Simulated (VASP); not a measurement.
Wanted: the native input for a VASP 6.6.1 run.

- Task: single point
- Functional: PBE
- Potentials or basis: VASP PAW PBE potentials, release 64 (Si, C)
- Cutoff: 520 eV
- k mesh: 12 × 12 × 6
- Occupations: gaussian, width 0.05 eV
- Spin: no spin polarisation
- Dipole correction: no
- Further INCAR settings: ALGO = Normal; EDIFF = 1e-06; NBANDS = 16

The structure of SiC lies in POSCAR:

```
SiC
1.0
    3.0917664073      0.0000000000      0.0000000000
   -1.5458832036      2.6775482513      0.0000000000
    0.0000000000      0.0000000000      5.0740211774
Si C
2 2
Direct
    0.3333333333      0.6666666667      0.0045635313
    0.6666666667      0.3333333333      0.5045635313
    0.3694083443      0.6930754076      0.4001447034
    0.6666666667      0.3333333333      0.8804364687
```

This cell differs from its parent crystal: atom 3 (C) moved by (+0.100, +0.100) A along [1 1 0] and z.

These files were run (other wordings do the same):

INCAR

```
ALGO     = Normal         # electronic algorithm
EDIFF    = 1E-6           # SCF threshold, eV
ENCUT    = 520            # plane-wave cutoff, eV
GGA      = PE             # functional
ISIF     = 2              # what is computed and relaxed
ISMEAR   = 0              # smearing method
LASPH    = True           # aspherical terms in the spheres
LCHARG   = False          # write CHGCAR
LREAL    = False          # projectors in reciprocal space
LWAVE    = False          # write WAVECAR
NBANDS   = 16             # bands
NELM     = 80             # most SCF steps
PREC     = Accurate       # precision mode
SIGMA    = 0.05           # smearing width, eV
```

KPOINTS

```
k-points
0
Gamma
  12 12 6
```

Potentials or basis: VASP PAW PBE potentials, release 64 (Si, C).

Launch:

```bash
$ cat potpaw_PBE.64/Si/POTCAR potpaw_PBE.64/C/POTCAR > POTCAR
$ mpirun -np 1 vasp_std > vasp.out
```

It gave:

```yaml
Pressure: 1.4 GPa
Largest_force: 2.986 eV/Å
Band_gap_on_the_k_mesh: 2.26 eV (least direct gap 3.97 eV)
```

Caveat: the cell differs from its parent crystal (atom 3 (C) moved by (+0.100, +0.100) A along [1 1 0] and z); the stress differs along the axes, from -2 to 6 GPa; forces of over 1 eV/Å act on the atoms, so gaps and moduli don't describe the material at rest.

Wall time 2.9 min on 1 thread of AMD EPYC 7R13 Processor (Zen 3) (shared host), peak memory 0.31 GiB.
